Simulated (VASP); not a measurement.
# Zr (Im-3m) in VASP: a series of runs

Zr is run at these levels: PBEsol; tasks: density of states.

All numbers are computed with VASP 6.6.1; they aren't measurements. Logs are shortened: lines on timing, memory, paths and dates and some standing lists are left out, and cuts for length are marked.

## 1. The cell of the first run

Symmetry: Im-3m, No. 229, cubic system. The conventional cell has a = 2.595 Å, b = 2.595 Å, c = 2.595 Å, α = 90.00°, β = 90.00°, γ = 90.00°. Zr (site symmetry m-3m) has 14 Zr at 2.25 to 2.60 Å within 3.0 Å.

## 2. Density of states, PBEsol (volume scaled by 0.4)

The input, POSCAR:

```
Zr
1.0
   -1.2977496185      1.2977496185      1.2977496185
    1.2977496185     -1.2977496185      1.2977496185
    1.2977496185      1.2977496185     -1.2977496185
Zr
1
Direct
    0.0000000000      0.0000000000      0.0000000000
```

The input, INCAR.step1:

```
  PREC = Accurate
  ENCUT = 520
  EDIFF = 1E-6
  ISMEAR = -1
  SIGMA = 0.08
  LREAL = F
  LASPH = T
  NELM = 60
  ALGO = Normal
  ISIF = 2
  LWAVE = F
  LCHARG = T
  LMAXMIX = 4
  GGA = PS
  NBANDS = 12
```

The input, KPOINTS.step1:

```
Automatic mesh
0
Gamma
  15 15 15
```

The input, INCAR.step2:

```
  PREC = Accurate
  ENCUT = 520
  EDIFF = 1E-6
  ISMEAR = -5
  SIGMA = 0.08
  LREAL = F
  LASPH = T
  NELM = 60
  ALGO = Normal
  ISIF = 2
  LWAVE = F
  LCHARG = F
  LMAXMIX = 4
  GGA = PS
  LORBIT = 11
  NEDOS = 1001
  ICHARG = 11
```

The input, KPOINTS.step2:

```
Automatic mesh
0
Gamma
  23 23 23
```

Potentials or basis: VASP PAW PBE potentials, release 64 (Zr_sv).

Started as:

```
$ cat potpaw_PBE.64/Zr_sv/POTCAR > POTCAR
$ cp INCAR.step1 INCAR
$ cp KPOINTS.step1 KPOINTS
$ mpirun -np 1 vasp_std > vasp.out
$ cp INCAR.step2 INCAR
$ cp KPOINTS.step2 KPOINTS
$ mpirun -np 1 vasp_std > vasp.out
```

OUTCAR:

```text
PREC = Accurate
   ENCUT = 520
   EDIFF = 1E-6
   ISMEAR = -5
   LREAL = F
   LASPH = T
   NELM = 60
   ISIF = 2
   GGA = PS
   LORBIT = 11
   ICHARG = 11

 ion  position               nearest neighbor table
   1  0.000  0.000  0.000-

  LATTYP: Found a body centered cubic cell.
 ALAT       =     2.5954992370

  Lattice vectors:

 A1 = (  -1.2977496185,   1.2977496185,   1.2977496185)
 A2 = (   1.2977496185,  -1.2977496185,   1.2977496185)
 A3 = (   1.2977496185,   1.2977496185,  -1.2977496185)

Analysis of symmetry for initial positions (statically):
=====================================================================
 Subroutine PRICEL returns:
 Original cell was already a primitive cell.

 Routine SETGRP: Setting up the symmetry group for a
 body centered cubic supercell.

 Subroutine GETGRP returns: Found 48 space group operations
 (whereof 48 operations were pure point group operations)
 out of a pool of 48 trial point group operations.

The static configuration has the point symmetry O_h .

Analysis of symmetry for dynamics (positions and initial velocities):
=====================================================================
 Subroutine PRICEL returns:
 Original cell was already a primitive cell.

 Routine SETGRP: Setting up the symmetry group for a
 body centered cubic supercell.

 Subroutine GETGRP returns: Found 48 space group operations
 (whereof 48 operations were pure point group operations)
 out of a pool of 48 trial point group operations.

The dynamic configuration has the point symmetry O_h .

 Subroutine INISYM returns: Found 48 space group operations
 (whereof 48 operations are pure point group operations),
 and found     1 'primitive' translations

----------------------------------------------------------------------------------------

                                     Primitive cell

  volume of cell :       8.7424

  direct lattice vectors                    reciprocal lattice vectors
    -1.297749618  1.297749618  1.297749618     0.000000000  0.385282332  0.385282332
     1.297749618 -1.297749618  1.297749618     0.385282332  0.000000000  0.385282332
     1.297749618  1.297749618 -1.297749618     0.385282332  0.385282332  0.000000000

  length of vectors
     2.247768275  2.247768275  2.247768275     0.544871500  0.544871500  0.544871500

  position of ions in fractional coordinates (direct lattice)
     0.000000000  0.000000000  0.000000000

  ion indices of the primitive-cell ions
   primitive index   ion index
                 1           1

----------------------------------------------------------------------------------------

 KPOINTS: Automatic mesh

Automatic generation of k-mesh.
 Grid dimensions read from file:
 generate k-points for:   23   23   23

 Generating k-lattice:

  Cartesian coordinates                     Fractional coordinates (reciprocal lattice)
     0.000000000  0.016751406  0.016751406     0.043478261  0.000000000  0.000000000
     0.016751406  0.000000000  0.016751406     0.000000000  0.043478261  0.000000000
     0.016751406  0.016751406  0.000000000     0.000000000  0.000000000  0.043478261

  Length of vectors
     0.023690065  0.023690065  0.023690065

  Shift w.r.t. Gamma in fractional coordinates (k-lattice)
     0.000000000  0.000000000  0.000000000

 TETIRR: Found  14515 inequivalent tetrahedra from    73002

 Subroutine IBZKPT returns following result:
 ===========================================

 Found    364 irreducible k-points:

 Following reciprocal coordinates:
            Coordinates               Weight
  0.000000  0.000000  0.000000      1.000000
  0.043478  0.000000  0.000000     12.000000
  0.086957  0.000000  0.000000     12.000000
  0.130435  0.000000  0.000000     12.000000
  0.173913  0.000000  0.000000     12.000000
  0.217391  0.000000  0.000000     12.000000
[... 16 lines left out ...]
  0.478261  0.043478  0.000000     24.000000
  0.086957  0.086957  0.000000     24.000000
 [... further k-points ...]
   k-points           NKPTS =    364   k-points in BZ     NKDIM =    364   number of bands    NBANDS=     10
   number of dos      NEDOS =   1001   number of ions     NIONS =      1
   total plane-waves  NPLWV =   5832
   dimension x,y,z NGX =    18 NGY =   18 NGZ =   18
   dimension x,y,z NGXF=    36 NGYF=   36 NGZF=   36
   ions per type =               1
   NGX,Y,Z   is equivalent  to a cutoff of  13.31, 13.31, 13.31 a.u.
   NGXF,Y,Z  is equivalent  to a cutoff of  26.63, 26.63, 26.63 a.u.
 SYSTEM =  unknown system
   PREC   = accura    normal or accurate (medium, high low for compatibility)
   ISTART =      0    job   : 0-new  1-cont  2-samecut
   ICHARG =     11    charge: 1-file 2-atom 10-const
   ISPIN  =      1    spin polarized calculation?
   LNONCOLLINEAR =      F non collinear calculations
   LSORBIT =      F    spin-orbit coupling
   LASPH  =      T    aspherical Exc in radial PAW
   ENCUT  =  520.0 eV  38.22 Ry    6.18 a.u.   4.18  4.18  4.18*2*pi/ulx,y,z
   NELM   =     60;   NELMIN=  2; NELMDL=  0     # of ELM steps
   EDIFF  = 0.1E-05   stopping-criterion for ELM
   LREAL  =      F    real-space projection
   EDIFFG = 0.1E-04   stopping-criterion for IOM
   NSW    =      0    number of steps for IOM
   IBRION =     -1    ionic relax: 0-MD 1-quasi-New 2-CG
   NFREE  =      0    steps in history (QN), initial steepest desc. (CG)
   ISIF   =      2    stress and relaxation
   ISYM   =      2    0-nonsym 1-usesym 2-fastsym
   POTIM  = 0.5000    time-step for ionic-motion
   TEBEG  =    0.0;   TEEND  =   0.0 temperature during run
   PSTRESS=    0.0 pullay stress
   NELECT =      12.0000    total number of electrons
   NUPDOWN=      -1.0000    fix difference up-down
   EMIN   =  10.00;   EMAX   =-10.00  energy-range for DOS
   EFERMI =   0.00;   METHOD = LEGACY
   ISMEAR =    -5;   SIGMA  =   0.08  broadening in eV -4-tet -1-fermi 0-gaus
   EFERMI_NEDOS =   21; number of points for ismear=-14 and -15
   IALGO  =     38    algorithm
   IMIX   =      4    mixing-type and parameters
     AMIX     =   0.40;   BMIX     =  1.00
     AMIX_MAG =   1.60;   BMIX_MAG =  1.00
  volume/ion in A,a.u.               =       8.74        59.00
  Fermi-wavevector in a.u.,A,eV,Ry     =   1.819384  3.438137 45.037429  3.310158
  Thomas-Fermi vector in A             =   2.876180
   LORBIT       =     11    0 simple, 1 ext, 2 COOP (PROOUT), +10 PAW based schemes
   GGA     = PS    functional components
   LHFCALC =     F    Hartree Fock is set to
   AEXX    =    0.0000 exact exchange contribution
   IVDW    =     0    specifies the selected vdW correction
   LEPSILON=     F    determine dielectric tensor
   LRPA    =     F    only Hartree local field effects (RPA)
 non-spin polarized calculation
 Fermi weights with tetrahedron method with Bloechl corrections
  energy-cutoff  :      520.00
  volume of cell :        8.74
 maximum number of plane-waves:       243
 NGX is ok and might be reduce to    18

 number of electron      12.0000000 magnetization

 Free energy of the ion-electron system (eV)
  ---------------------------------------------------
  ext. energy  EPLUGINS =         0.00000000
  ---------------------------------------------------
  free energy    TOTEN  =        -0.47790928 eV

  energy without entropy =       -0.47790928  energy(sigma->0) =       -0.47790928

 E-fermi :  25.1357     XC(G=0): -16.5745

 val. band max:       25.4177952185   @ k =  -0.3043   0.3043   0.2174
 cond. band min:      24.8602164115   @ k =  -0.3478  -0.3478   0.0435
 fundamental gap:     -0.5575788070
 Fermi energy:        25.1356981706

 k-point     1 :       0.0000    0.0000    0.0000
  band No.  band energies     occupation
      1     -27.0383      2.00000
      2       3.0942      2.00000
      3       3.0942      2.00000
      4       3.0942      2.00000
      5      24.1526      2.00000
      6      25.2397      0.16393
      7      25.2397     -0.00397
      8      25.2397      0.00000
      9      31.3384      0.00000
     10      31.3384      0.00000

 k-point     2 :       0.0435    0.0000    0.0000
  band No.  band energies     occupation
      1     -26.9845      2.00000
      2       2.8369      2.00000
      3       3.0118      2.00000
      4       3.0846      2.00000
      5      24.3479      2.00000
      6      25.0695      1.95663
      7      25.2403      0.12604
      8      25.4622      0.00000
      9      30.9115      0.00000
     10      31.2749      0.00000

 k-point     3 :       0.0870    0.0000    0.0000
  band No.  band energies     occupation
      1     -26.8246      2.00000
      2       2.1104      2.00000
      3       2.7771      2.00000
      4       3.0562      2.00000
      5      24.4022      2.00000
      6      24.6059      2.02046
      7      25.6726     -0.18880
      8      26.1164      0.00000
      9      30.1293      0.00000
     10      31.1265      0.00000

 k-point     4 :       0.1304    0.0000    0.0000
  band No.  band energies     occupation
      1     -26.5628      2.00000
      2       1.0249      2.00000
      3       2.4230      2.00000
      4       3.0107      2.00000
      5      23.8019      2.00000
      6      23.9546      2.00000
      7      26.8412     -0.00797
      8      27.1673      0.00000
      9      29.6434      0.00000
     10      30.9823      0.00000
[... 222 lines left out ...]
 k-point    22 :       0.4348    0.0435    0.0000
  band No.  band energies     occupation
      1     -23.1560      2.00000
      2      -7.9135      2.00000
      3      -0.3628      2.00000
      4       2.4240      2.00000
      5      18.1991      2.00000
      6      20.1118      2.00000
      7      32.7047      0.00000
      8      34.1974      0.00000
      9      37.5757      0.00000
     10      39.2917      0.00000

 k-point    23 :       0.4783    0.0435    0.0000
  band No.  band energies     occupation
      1     -23.0483      2.00000
      2      -8.1186      2.00000
      3      -0.4145      2.00000
      4       2.4125      2.00000
      5      18.1036      2.00000
      6      20.0484      2.00000
      7      33.1474      0.00000
      8      34.1383      0.00000
      9      38.0032      0.00000
     10      38.6681      0.00000

 k-point    24 :       0.0870    0.0870    0.0000
  band No.  band energies     occupation
      1     -26.4085      2.00000
      2       0.4818      2.00000
      3       2.3630      2.00000
      4       2.7729      2.00000
      5      23.5956      2.00000
      6      24.2583      2.00000
      7      25.7343     -0.00842
      8      28.8305      0.00000
      9      28.9879      0.00000
     10      31.5915      0.00000

 [... further k-points ...]
[... 5 lines left out ...]
  --------------------------------------------------------------------------------------
  -------------------------------------------------------------------------------------
  Total       25.0920100     25.0920100     25.0920100      0.0000000      0.0000000      0.0000000
  in kB     4598.4695351   4598.4695351   4598.4695351      0.0000000      0.0000000      0.0000000
  external PRESSURE =    4598.4695351 kB  Pullay stress =       0.0000000 kB

 VOLUME and BASIS-vectors are now :
 -----------------------------------------------------------------------------
  energy-cutoff  :      520.00
  volume of cell :        8.74
      direct lattice vectors                 reciprocal lattice vectors
    -1.297749618  1.297749618  1.297749618     0.000000000  0.385282332  0.385282332
     1.297749618 -1.297749618  1.297749618     0.385282332  0.000000000  0.385282332
     1.297749618  1.297749618 -1.297749618     0.385282332  0.385282332  0.000000000

 POSITION                                       TOTAL-FORCE (eV/Angst)
 -----------------------------------------------------------------------------------
      0.00000      0.00000      0.00000        -0.000000      0.000000     -0.000000
 -----------------------------------------------------------------------------------
    total drift:                               -0.000000      0.000000      0.000000

  FREE ENERGIE OF THE ION-ELECTRON SYSTEM (eV)
  ---------------------------------------------------
  free  energy   TOTEN  =        -0.4779092750 eV

  energy  without entropy=       -0.4779092750  energy(sigma->0) =       -0.47790928

 total charge

# of ion       s       p       d       tot
------------------------------------------
    1        2.283   6.064   4.176  12.523
```

Wall time 70 s (1 thread of Intel Xeon 8259CL, shared host); peak memory 0.17 GiB.

Caveat: the cell differs from its parent crystal (volume scaled by 0.4); the PAW data sets were made with another functional, which shifts forces and pressure a little; tetrahedron occupations give inexact forces and stress in metals.

## 3. Density of states, PBEsol (volume scaled by 0.65)

The input, POSCAR:

```
Zr
1.0
   -1.5257218470      1.5257218470      1.5257218470
    1.5257218470     -1.5257218470      1.5257218470
    1.5257218470      1.5257218470     -1.5257218470
Zr
1
Direct
    0.0000000000      0.0000000000      0.0000000000
```

The input, INCAR.step1:

```
  ALGO = Normal
  EDIFF = 1E-6
  ENCUT = 520
  GGA = PS
  ISIF = 2
  ISMEAR = -1
  LASPH = True
  LCHARG = True
  LMAXMIX = 4
  LREAL = False
  LWAVE = False
  NBANDS = 12
  NELM = 100
  PREC = Accurate
  SIGMA = 0.08
```

The input, KPOINTS.step1:

```
k-points
0
Gamma
  15 15 15
```

The input, INCAR.step2:

```
  ALGO = Normal
  EDIFF = 1E-6
  ENCUT = 520
  GGA = PS
  ICHARG = 11
  ISIF = 2
  ISMEAR = -5
  LASPH = True
  LCHARG = False
  LMAXMIX = 4
  LORBIT = 11
  LREAL = False
  LWAVE = False
  NEDOS = 2001
  NELM = 100
  PREC = Accurate
  SIGMA = 0.08
```

The input, KPOINTS.step2:

```
k-points
0
Gamma
  23 23 23
```

Potentials or basis: VASP PAW PBE potentials, release 64 (Zr_sv).

Started as:

```
$ cat potpaw_PBE.64/Zr_sv/POTCAR > POTCAR
$ cp INCAR.step1 INCAR
$ cp KPOINTS.step1 KPOINTS
$ mpirun -np 1 vasp_std > vasp.out
$ cp INCAR.step2 INCAR
$ cp KPOINTS.step2 KPOINTS
$ mpirun -np 1 vasp_std > vasp.out
```

OUTCAR:

```text
EDIFF = 1E-6
   ENCUT = 520
   GGA = PS
   ICHARG = 11
   ISIF = 2
   ISMEAR = -5
   LASPH = True
   LORBIT = 11
   LREAL = False
   NELM = 100
   PREC = Accurate

 ion  position               nearest neighbor table
   1  0.000  0.000  0.000-

  LATTYP: Found a body centered cubic cell.
 ALAT       =     3.0514436940

  Lattice vectors:

 A1 = (  -1.5257218470,   1.5257218470,   1.5257218470)
 A2 = (   1.5257218470,  -1.5257218470,   1.5257218470)
 A3 = (   1.5257218470,   1.5257218470,  -1.5257218470)

Analysis of symmetry for initial positions (statically):
=====================================================================
 Subroutine PRICEL returns:
 Original cell was already a primitive cell.

 Routine SETGRP: Setting up the symmetry group for a
 body centered cubic supercell.

 Subroutine GETGRP returns: Found 48 space group operations
 (whereof 48 operations were pure point group operations)
 out of a pool of 48 trial point group operations.

The static configuration has the point symmetry O_h .

Analysis of symmetry for dynamics (positions and initial velocities):
=====================================================================
 Subroutine PRICEL returns:
[... 162 lines left out ...]

 k-point     1 :       0.0000    0.0000    0.0000
  band No.  band energies     occupation
      1     -33.0907      2.00000
      2      -8.9003      2.00000
      3      -8.9003      2.00000
      4      -8.9003      2.00000
      5      10.0122      2.00000
      6      16.3201      0.00000
      7      16.3201      0.00000
      8      16.3201      0.00000
      9      20.3814      0.00000
     10      20.3814      0.00000
[... 287 lines left out ...]
 k-point    24 :       0.0870    0.0870    0.0000
  band No.  band energies     occupation
      1     -32.9029      2.00000
      2      -9.8213      2.00000
      3      -9.1067      2.00000
      4      -8.9876      2.00000
      5      11.2729      2.00000
      6      15.5743     -0.10383
      7      15.7015     -0.00921
      8      17.8087      0.00000
      9      19.1551      0.00000
     10      20.5396      0.00000

 [... further k-points ...]
[... 5 lines left out ...]
  --------------------------------------------------------------------------------------
  -------------------------------------------------------------------------------------
  Total        7.2088967      7.2088967      7.2088967     -0.0000000      0.0000000     -0.0000000
  in kB      813.0051495    813.0051495    813.0051495     -0.0000000      0.0000000     -0.0000000
  external PRESSURE =     813.0051495 kB  Pullay stress =       0.0000000 kB

 VOLUME and BASIS-vectors are now :
 -----------------------------------------------------------------------------
  energy-cutoff  :      520.00
  volume of cell :       14.21
      direct lattice vectors                 reciprocal lattice vectors
    -1.525721847  1.525721847  1.525721847     0.000000000  0.327713732  0.327713732
     1.525721847 -1.525721847  1.525721847     0.327713732  0.000000000  0.327713732
     1.525721847  1.525721847 -1.525721847     0.327713732  0.327713732  0.000000000

 POSITION                                       TOTAL-FORCE (eV/Angst)
 -----------------------------------------------------------------------------------
      0.00000      0.00000      0.00000        -0.000000      0.000000      0.000000
 -----------------------------------------------------------------------------------
    total drift:                                0.000000     -0.000000      0.000000

  FREE ENERGIE OF THE ION-ELECTRON SYSTEM (eV)
  ---------------------------------------------------
  free  energy   TOTEN  =        -7.6138681415 eV

  energy  without entropy=       -7.6138681415  energy(sigma->0) =       -7.61386814

 total charge

# of ion       s       p       d       tot
------------------------------------------
    1        2.297   5.944   2.555  10.796
```

It took 61 s on 1 thread of Intel Xeon 8259CL, shared host; peak memory 0.19 GiB.

Results:

* Valence electrons inside the program's atomic spheres: Zr 10.80

Levels at points of the mesh, in eV from the Fermi level:
```csv
k point,band 4,band 5,band 6,band 7,band 8,band 9
"(0.00, 0.00, 0.00)",-24.11,-5.20,1.11,1.11,1.11,5.17
```

Caveat: the cell differs from its parent crystal (volume scaled by 0.65); the PAW data sets were made with another functional, which shifts forces and pressure a little; tetrahedron occupations give inexact forces and stress in metals.

## 4. Density of states, PBEsol

This run uses another cell than the first one, of 21.86 Å³/atom, 2.500 times its volume.

The input, POSCAR:

```
Zr
1.0
   -1.7613172132      1.7613172132      1.7613172132
    1.7613172132     -1.7613172132      1.7613172132
    1.7613172132      1.7613172132     -1.7613172132
Zr
1
Direct
    0.0000000000      0.0000000000      0.0000000000
```

The input, INCAR.step1:

```
PREC = Accurate
ENCUT = 520
EDIFF = 1E-7
ISMEAR = -1
SIGMA = 0.08
LREAL = F
LASPH = T
NELM = 60
ALGO = Normal
ISIF = 2
LWAVE = F
LCHARG = T
LMAXMIX = 4
GGA = PS
NBANDS = 12
```

The input, KPOINTS.step1:

```
regular mesh
0
Gamma
  15 15 15
```

The input, INCAR.step2:

```
PREC = Accurate
ENCUT = 520
EDIFF = 1E-7
ISMEAR = -5
SIGMA = 0.08
LREAL = F
LASPH = T
NELM = 60
ALGO = Normal
ISIF = 2
LWAVE = F
LCHARG = F
LMAXMIX = 4
GGA = PS
LORBIT = 10
NEDOS = 1001
ICHARG = 11
```

The input, KPOINTS.step2:

```
regular mesh
0
Gamma
  23 23 23
```

Started as:

```
$ cat potpaw_PBE.64/Zr_sv/POTCAR > POTCAR
$ cp INCAR.step1 INCAR
$ cp KPOINTS.step1 KPOINTS
$ mpirun -np 1 vasp_std > vasp.out
$ cp INCAR.step2 INCAR
$ cp KPOINTS.step2 KPOINTS
$ mpirun -np 1 vasp_std > vasp.out
```

It took 82 s on 1 thread of Intel Xeon 8259CL, shared host; peak memory 0.22 GiB.

It converged, with:

* Valence electrons inside the program's atomic spheres: Zr 9.94

Levels at points of the mesh, in eV from the Fermi level:
| k point | band 4 | band 5 | band 6 | band 7 | band 8 | band 9 |
| --- | --- | --- | --- | --- | --- | --- |
| (0.00, 0.00, 0.00) | -25.70 | -5.48 | 1.15 | 1.15 | 1.15 | 3.81 |

Caveat: the PAW data sets were made with another functional, which shifts forces and pressure a little; tetrahedron occupations give inexact forces and stress in metals.
